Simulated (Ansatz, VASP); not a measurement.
Al2BiBr: VASP beside Ansatz

```
Al Bi Br
1.0
     4.27001    0.00000    0.00000
     0.00000    4.27001    0.00000
     0.00000    0.00000    6.02981
Al Bi Br
2 1 1
Direct
  0.50000 0.00000 0.73757
  0.00000 0.50000 0.26243
  0.00000 0.00000 0.50000
  0.50000 0.50000 0.00000
```

Change from the starting cell: species swapped into the Mg2SeS type (P-4m2, No. 115).

Alike in both runs: task single point; functional PBE; k mesh 4 × 4 × 4; occupations gaussian, width 0.1 eV; no spin polarisation.

|  | VASP | Ansatz |
| --- | --- | --- |
| version | VASP 6.6.1 | Ansatz 0.2.0 |
| potentials or method | VASP PAW PBE potentials, release 64 (Al, Bi_d, Br), cutoff 520 eV | scalar-relativistic, plane waves, PAW |
| valence electrons in the cell | 28 | 28 |

Ansatz gave:

* gap on the k mesh at the Fermi level (eV): none
* pressure (GPa): 11.0
* traceless stress, the component that is largest in VASP (GPa): -0.64
* rms of the force components (eV/Å): 0.385

Problem. Which values does VASP return?

Solution. gap on the k mesh at the Fermi level (eV): none; pressure (GPa): 10.9; traceless stress, the component that is largest in VASP (GPa): -0.64; rms of the force components (eV/Å): 0.380.

Atom by atom the forces differ by 0.004 eV/Å (rms over components). A gap of «none» marks a metal or a gap that the smearing closes. With one functional, cell and mesh, what is left measures potentials, basis and numerics.

The k mesh is coarse, so the values compare programs but aren't converged. Neither program's run includes spin-orbit coupling.
